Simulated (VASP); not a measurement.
**Fe3Ge: single point with PBEsol**

The system is Fe3Ge.

```
CELL_PARAMETERS angstrom
3.66050 0.00000 0.00000
0.00000 3.66050 0.00000
0.00000 0.00000 3.66050
ATOMIC_POSITIONS crystal
Fe 0.00000 0.50000 0.50000
Fe 0.50000 0.50000 0.00000
Fe 0.50000 0.00000 0.50000
Ge 0.00000 0.00000 0.00000
```

| Quantity | Value |
| --- | --- |
| Program | VASP 6.6.1 |
| Task | single point |
| Functional | PBEsol |
| Potentials or basis | VASP PAW PBE potentials, release 64 (Fe, Ge_d) |
| Cutoff | 520 eV |
| k mesh | 9 × 9 × 9 |
| Occupations | fermi-dirac, width 0.03 eV |
| Spin | collinear spin, ferromagnetic start |
| Starting moments | [2.593, 2.593, 2.594, 0.0] μB |
| Fixed moment | 7.78 μB |
| Dipole correction | no |
| Further INCAR settings | ALGO = Normal; EDIFF = 1e-06; NBANDS = 31 |

The pressure is -3.9 GPa, the net moment is 7.78 μB per cell and the site moments are Fe +2.59; Ge -0.07 μB. The valence electrons inside the program's atomic spheres are Fe 7.19; Ge 12.49.

Wall time 80 s on 1 thread of Intel(R) Xeon(R) 6975P-C (Granite Rapids) (shared host), peak memory 0.29 GiB.

Caveat: the cell stands under tension; the PAW data sets were made with another functional, which shifts forces and pressure a little; the total moment is fixed, so each spin has its own Fermi level and the state may be an excited one.
